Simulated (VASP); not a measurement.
# Zn (Pm-3m) in VASP: a series of runs, part 2 of 2

VASP 6.6.1.

## 5. Single point, LDA

This run uses another cell than the first one, of 16.05 Å³/atom, 0.962 times its volume.

Input file INCAR:

```
SYSTEM = Zn
PREC = Accurate ; ENCUT = 520
EDIFF = 1E-6 ; ISMEAR = -1
SIGMA = 0.1 ; LREAL = .FALSE.
LASPH = .TRUE. ; NELM = 80
ALGO = Normal ; ISIF = 2
LWAVE = .FALSE. ; LCHARG = .FALSE.
NBANDS = 12
```

Input file KPOINTS:

```
Automatic mesh
0
G
  20 20 20
  0 0 0
```

Input file POSCAR:

```
Zn
1.0
    2.5225912199      0.0000000000      0.0000000000
    0.0000000000      2.5225912199      0.0000000000
    0.0000000000      0.0000000000      2.5225912199
Zn
1
Direct
    0.0000000000      0.0000000000      0.0000000000
```

Potentials or basis: VASP PAW LDA potentials, release 64 (Zn).

Command:

```
cat potpaw_LDA.64/Zn/POTCAR > POTCAR
mpirun -np 1 vasp_std > vasp.out
```

OUTCAR:

```text
SYSTEM = Zn
   PREC = Accurate
   ENCUT = 520
   EDIFF = 1E-6
   ISMEAR = -1
   LREAL = .FALSE.
   LASPH = .TRUE.
   NELM = 80
   ISIF = 2

 ion  position               nearest neighbor table
   1  0.000  0.000  0.000-

  LATTYP: Found a simple cubic cell.
 ALAT       =     2.5225912199

  Lattice vectors:

 A1 = (   2.5225912199,   0.0000000000,   0.0000000000)
 A2 = (   0.0000000000,   2.5225912199,   0.0000000000)
 A3 = (   0.0000000000,   0.0000000000,   2.5225912199)

Analysis of symmetry for initial positions (statically):
=====================================================================
 Subroutine PRICEL returns:
 Original cell was already a primitive cell.

 Routine SETGRP: Setting up the symmetry group for a
 simple cubic supercell.

 Subroutine GETGRP returns: Found 48 space group operations
 (whereof 48 operations were pure point group operations)
 out of a pool of 48 trial point group operations.

The static configuration has the point symmetry O_h .

Analysis of symmetry for dynamics (positions and initial velocities):
=====================================================================
 Subroutine PRICEL returns:
 Original cell was already a primitive cell.

 Routine SETGRP: Setting up the symmetry group for a
 simple cubic supercell.

 Subroutine GETGRP returns: Found 48 space group operations
 (whereof 48 operations were pure point group operations)
 out of a pool of 48 trial point group operations.

The dynamic configuration has the point symmetry O_h .

 Subroutine INISYM returns: Found 48 space group operations
 (whereof 48 operations are pure point group operations),
 and found     1 'primitive' translations

----------------------------------------------------------------------------------------

                                     Primitive cell

  volume of cell :      16.0524

  direct lattice vectors                    reciprocal lattice vectors
     2.522591220  0.000000000  0.000000000     0.396417776  0.000000000  0.000000000
     0.000000000  2.522591220  0.000000000     0.000000000  0.396417776  0.000000000
     0.000000000  0.000000000  2.522591220     0.000000000  0.000000000  0.396417776

  length of vectors
     2.522591220  2.522591220  2.522591220     0.396417776  0.396417776  0.396417776

  position of ions in fractional coordinates (direct lattice)
     0.000000000  0.000000000  0.000000000

  ion indices of the primitive-cell ions
   primitive index   ion index
                 1           1

----------------------------------------------------------------------------------------

 KPOINTS: Automatic mesh

Automatic generation of k-mesh.
 Grid dimensions read from file:
 generate k-points for:   20   20   20

 Generating k-lattice:

  Cartesian coordinates                     Fractional coordinates (reciprocal lattice)
     0.019820889  0.000000000  0.000000000     0.050000000  0.000000000  0.000000000
     0.000000000  0.019820889  0.000000000     0.000000000  0.050000000  0.000000000
     0.000000000  0.000000000  0.019820889     0.000000000  0.000000000  0.050000000

  Length of vectors
     0.019820889  0.019820889  0.019820889

  Shift w.r.t. Gamma in fractional coordinates (k-lattice)
     0.000000000  0.000000000  0.000000000

 Subroutine IBZKPT returns following result:
 ===========================================

 Found    286 irreducible k-points:

 Following reciprocal coordinates:
            Coordinates               Weight
  0.000000  0.000000  0.000000      1.000000
  0.050000  0.000000  0.000000      6.000000
  0.100000  0.000000  0.000000      6.000000
  0.150000  0.000000  0.000000      6.000000
  0.200000  0.000000  0.000000      6.000000
  0.250000  0.000000  0.000000      6.000000
[... 16 lines left out ...]
  0.150000  0.100000  0.000000     24.000000
  0.200000  0.100000  0.000000     24.000000
 [... further k-points ...]
   k-points           NKPTS =    286   k-points in BZ     NKDIM =    286   number of bands    NBANDS=     12
   number of dos      NEDOS =    301   number of ions     NIONS =      1
   total plane-waves  NPLWV =   8000
   dimension x,y,z NGX =    20 NGY =   20 NGZ =   20
   dimension x,y,z NGXF=    40 NGYF=   40 NGZF=   40
   ions per type =               1
   NGX,Y,Z   is equivalent  to a cutoff of  13.18, 13.18, 13.18 a.u.
   NGXF,Y,Z  is equivalent  to a cutoff of  26.36, 26.36, 26.36 a.u.
 SYSTEM =  Zn
   PREC   = accura    normal or accurate (medium, high low for compatibility)
   ISTART =      0    job   : 0-new  1-cont  2-samecut
   ICHARG =      2    charge: 1-file 2-atom 10-const
   ISPIN  =      1    spin polarized calculation?
   LNONCOLLINEAR =      F non collinear calculations
   LSORBIT =      F    spin-orbit coupling
   LASPH  =      T    aspherical Exc in radial PAW
   ENCUT  =  520.0 eV  38.22 Ry    6.18 a.u.   4.69  4.69  4.69*2*pi/ulx,y,z
   NELM   =     80;   NELMIN=  2; NELMDL= -5     # of ELM steps
   EDIFF  = 0.1E-05   stopping-criterion for ELM
   LREAL  =      F    real-space projection
   EDIFFG = 0.1E-04   stopping-criterion for IOM
   NSW    =      0    number of steps for IOM
   IBRION =     -1    ionic relax: 0-MD 1-quasi-New 2-CG
   NFREE  =      0    steps in history (QN), initial steepest desc. (CG)
   ISIF   =      2    stress and relaxation
   ISYM   =      2    0-nonsym 1-usesym 2-fastsym
   POTIM  = 0.5000    time-step for ionic-motion
   TEBEG  =    0.0;   TEEND  =   0.0 temperature during run
   PSTRESS=    0.0 pullay stress
   NELECT =      12.0000    total number of electrons
   NUPDOWN=      -1.0000    fix difference up-down
   EMIN   =  10.00;   EMAX   =-10.00  energy-range for DOS
   EFERMI =   0.00;   METHOD = LEGACY
   ISMEAR =    -1;   SIGMA  =   0.10  broadening in eV -4-tet -1-fermi 0-gaus
   EFERMI_NEDOS =   21; number of points for ismear=-14 and -15
   IALGO  =     38    algorithm
   IMIX   =      4    mixing-type and parameters
     AMIX     =   0.40;   BMIX     =  1.00
     AMIX_MAG =   1.60;   BMIX_MAG =  1.00
  volume/ion in A,a.u.               =      16.05       108.33
  Fermi-wavevector in a.u.,A,eV,Ry     =   1.485782  2.807720 30.035508  2.207548
  Thomas-Fermi vector in A             =   2.599150
   LORBIT       =      0    0 simple, 1 ext, 2 COOP (PROOUT), +10 PAW based schemes
   GGA     = CA    functional components
   LHFCALC =     F    Hartree Fock is set to
   AEXX    =    0.0000 exact exchange contribution
   IVDW    =     0    specifies the selected vdW correction
   LEPSILON=     F    determine dielectric tensor
   LRPA    =     F    only Hartree local field effects (RPA)
 non-spin polarized calculation
  energy-cutoff  :      520.00
  volume of cell :       16.05
 maximum number of plane-waves:       449
 NGX is ok and might be reduce to    20
   NGX =  9   NGY =  9   NGZ =  9

 number of electron      12.0000022 magnetization

 Free energy of the ion-electron system (eV)
  ---------------------------------------------------
  ext. energy  EPLUGINS =         0.00000000
  ---------------------------------------------------
  free energy    TOTEN  =        -1.58910033 eV

  energy without entropy =       -1.57820246  energy(sigma->0) =       -1.58365139

 E-fermi :   2.2882     XC(G=0): -11.5289

 val. band max:        2.2852222769   @ k =   0.4000   0.1000   0.0500
 cond. band min:       2.2928179158   @ k =   0.5000   0.4000   0.0000
 fundamental gap:      0.0075956389
 Fermi energy:         2.2882469091

 k-point     1 :       0.0000    0.0000    0.0000
  band No.  band energies     occupation
      1      -7.5287      2.00000
      2      -6.0725      2.00000
      3      -6.0725      2.00000
      4      -4.6205      2.00000
      5      -4.6205      2.00000
      6      -4.6205      2.00000
      7      15.4960      0.00000
      8      15.4960      0.00000
      9      15.4960      0.00000
     10      18.6352      0.00000
     11      18.6352      0.00000
     12      21.9375      0.00000

 k-point     2 :       0.0500    0.0000    0.0000
  band No.  band energies     occupation
      1      -7.4682      2.00000
      2      -6.0687      2.00000
      3      -6.0540      2.00000
      4      -4.6313      2.00000
      5      -4.6313      2.00000
      6      -4.6196      2.00000
      7      14.4374      0.00000
      8      15.5678      0.00000
      9      15.5678      0.00000
     10      18.6777      0.00000
     11      19.4700      0.00000
     12      22.2924      0.00000
[... 316 lines left out ...]
 k-point    24 :       0.2000    0.1000    0.0000
  band No.  band energies     occupation
      1      -6.4574      2.00000
      2      -5.9519      2.00000
      3      -5.6699      2.00000
      4      -4.7901      2.00000
      5      -4.7669      2.00000
      6      -4.6479      2.00000
      7       8.9487      0.00000
      8      13.6648      0.00000
      9      16.9000      0.00000
     10      20.3237      0.00000
     11      23.6273      0.00000
     12      27.4720      0.00000

 [... further k-points ...]
[... 5 lines left out ...]
  --------------------------------------------------------------------------------------
  -------------------------------------------------------------------------------------
  Total        0.0662662      0.0662662      0.0662662      0.0000000      0.0000000     -0.0000000
  in kB        6.6139692      6.6139692      6.6139692      0.0000000      0.0000000     -0.0000000
  external PRESSURE =       6.6139692 kB  Pullay stress =       0.0000000 kB

 VOLUME and BASIS-vectors are now :
 -----------------------------------------------------------------------------
  energy-cutoff  :      520.00
  volume of cell :       16.05
      direct lattice vectors                 reciprocal lattice vectors
     2.522591220  0.000000000  0.000000000     0.396417776  0.000000000  0.000000000
     0.000000000  2.522591220  0.000000000     0.000000000  0.396417776  0.000000000
     0.000000000  0.000000000  2.522591220     0.000000000  0.000000000  0.396417776

 POSITION                                       TOTAL-FORCE (eV/Angst)
 -----------------------------------------------------------------------------------
      0.00000      0.00000      0.00000         0.000000      0.000000      0.000000
 -----------------------------------------------------------------------------------
    total drift:                                0.000000      0.000000      0.000000

  FREE ENERGIE OF THE ION-ELECTRON SYSTEM (eV)
  ---------------------------------------------------
  free  energy   TOTEN  =        -1.5891003314 eV

  energy  without entropy=       -1.5782024568  energy(sigma->0) =       -1.58365139
```

stdout:

```text
POSCAR found type information on POSCAR Zn
 POSCAR found :  1 types and       1 ions
 scaLAPACK will be used
 LDA part: xc-table for (Slater(with rela. corr.)+CA(PZ))
 , standard interpolation
 POSCAR, INCAR and KPOINTS ok, starting setup
 FFT: planning ... GRIDC
 FFT: planning ... GRID_SOFT
 FFT: planning ... GRID
 WAVECAR not read
 entering main loop
```

Wall time 26 s (1 thread of Intel Xeon Platinum 8488C (Sapphire Rapids), shared host); peak memory 0.16 GiB.

Results:

```yaml
Free_energy: -1.5891 eV
Pressure: 0.7 GPa
Band_gap_on_the_k_mesh: zero (band 6 reaches 8.22 eV, above the bottom of band 7 at -0.55 eV)
```

Levels at points of the mesh, in eV from the Fermi level:
| k point | band 2 | band 3 | band 4 | band 5 | band 6 | band 7 | band 8 | band 9 | band 10 | band 11 |
| --- | --- | --- | --- | --- | --- | --- | --- | --- | --- | --- |
| (0.00, 0.00, 0.00) | -8.36 | -8.36 | -6.91 | -6.91 | -6.91 | 13.21 | 13.21 | 13.21 | 16.35 | 16.35 |
| (0.50, 0.00, 0.00) | -8.14 | -7.33 | -7.33 | -6.87 | -3.24 | -2.83 | 18.25 | 18.25 | 20.57 | 20.69 |
| (0.50, 0.50, 0.00) | -7.98 | -7.26 | -7.26 | -6.58 | 1.36 | 1.36 | 3.20 | 6.55 | 23.93 | 25.25 |
| (0.50, 0.50, 0.50) | -8.04 | -8.04 | -6.56 | -6.56 | 5.93 | 5.93 | 5.93 | 11.41 | 11.41 | 11.41 |

## 6. Overview

```csv
cell,k mesh,gap on the mesh (eV),pressure (GPa)
"a = 2.556 Å, 1 atom",14 × 14 × 14,none,-2.0
"a = 2.588 Å, 1 atom",14 × 14 × 14,none,-3.9
"a = 2.620 Å, 1 atom",14 × 14 × 14,none,-5.5
"a = 2.523 Å, 1 atom",20 × 20 × 20,none,0.7
```

Alike in all rows: task single point; level LDA; potentials or basis VASP PAW LDA potentials, release 64 (Zn); no spin polarisation; cutoff (eV) 520; smearing fermi-dirac 0.1 eV.

Total energies depend on the potentials used, so only differences within one code and one set of settings carry meaning.
